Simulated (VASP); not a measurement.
Set up this calculation in VASP 6.6.1, as the native input.

- Task: single point
- Functional: PBE
- Potentials or basis: VASP PAW PBE potentials, release 64 (Mg, Se)
- Cutoff: 520 eV
- k mesh: 6 × 6 × 2
- Occupations: gaussian, width 0.1 eV
- Spin: no spin polarisation
- Dipole correction: no
- Further INCAR settings: ALGO = Normal; EDIFF = 1e-06; NBANDS = 25

The structure of MgSe5 lies in POSCAR:

```
MgSe5
1.0
    4.9538086000      0.0000000000      0.0000000000
   -2.4769043000      4.2901240931      0.0000000000
    0.0000000000      0.0000000000      9.8045243547
Mg Se
1 5
Direct
    0.0000000000      0.0000000000      0.5000000000
    0.3333333333      0.6666666667      0.0000000000
    0.6666666667      0.3333333333      0.0000000000
    0.0000000000      0.0000000000      0.0000000000
    0.0000000000      0.0000000000      0.7399350547
    0.0000000000      0.0000000000      0.2600649453
```

The cell was built from a structure type or drawn by symmetry, and may not be a known phase.

These files were run (other wordings do the same):

INCAR

```
SYSTEM = MgSe5
PREC = Accurate ; ENCUT = 520
EDIFF = 1E-6 ; ISMEAR = 0
SIGMA = 0.1 ; LREAL = .False.
LASPH = .True. ; NELM = 100
ALGO = Normal ; ISIF = 2
LWAVE = .False. ; LCHARG = .True.
GGA = PE ; LELF = .True.
LVHAR = .True. ; NBANDS = 25
```

KPOINTS

```
Automatic mesh
0
Gamma
  6 6 2
  0 0 0
```

Potentials or basis: VASP PAW PBE potentials, release 64 (Mg, Se).

Launch:

```bash
$ cat potpaw_PBE.64/Mg/POTCAR potpaw_PBE.64/Se/POTCAR > POTCAR
$ mpirun -np 1 vasp_std > vasp.out
```

It gave:

- Pressure: 0.0 GPa
- Largest force: 0.007 eV/Å
- Band gap on the k mesh: zero (bands 16 and 17 overlap by 0.10 eV)

Caveat: semilocal functionals underestimate gaps, so a narrow gap can read as zero.

Wall time 3.2 min on 1 thread of Intel Xeon 8259CL (shared host), peak memory 0.36 GiB.
